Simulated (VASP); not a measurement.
Write the native input for VASP 6.6.1 that does the following.

```yaml
Task: single point
Functional: PBEsol
Potentials_or_basis: VASP PAW PBE potentials, release 64 (Te)
Cutoff: 520 eV
k_mesh: 12 × 12 × 8
Occupations: gaussian, width 0.1 eV
Spin: no spin polarisation
Dipole_correction: no
Further_INCAR_settings: ALGO = Normal; EDIFF = 1e-06; NBANDS = 16
```

The structure of Te lies in POSCAR:

```
Te
1.0
    4.3183242145      0.0000000000      0.0000000000
   -2.1591621072      3.7397784715      0.0000000000
    0.0000000000      0.0000000000      5.9539986086
Te
3
Direct
    0.2839882386      0.0000000000      0.3333333333
    0.0000000000      0.2839882386      0.6666666667
    0.7160117614      0.7160117614      0.0000000000
```

The input as run:

INCAR

```
SYSTEM = Te
PREC = Accurate
ENCUT = 520
EDIFF = 1E-6
ISMEAR = 0
SIGMA = 0.1
LREAL = .False.
LASPH = .True.
NELM = 80
ALGO = Normal
ISIF = 2
LWAVE = .False.
LCHARG = .False.
GGA = PS
NBANDS = 16
```

KPOINTS

```
Automatic mesh
0
Gamma
  12 12 8
  0 0 0
```

Potentials or basis: VASP PAW PBE potentials, release 64 (Te).

Command:

```sh
$ cat potpaw_PBE.64/Te/POTCAR > POTCAR
$ mpirun -np 1 vasp_std > vasp.out
```

Results of the run:

| Item | Value |
| --- | --- |
| Pressure | 0.1 GPa |
| Largest force | 0.017 eV/Å |
| Band gap on the k mesh | zero (filled and empty bands touch) |

Caveat: the PAW data sets were made with another functional, which shifts forces and pressure a little; spin-orbit coupling is left out, which moves the levels of the heavy elements.

Run time: 100 s on 1 thread of Intel(R) Xeon(R) Platinum 8488C (Sapphire Rapids), with other jobs on the host, peak memory 0.31 GiB.
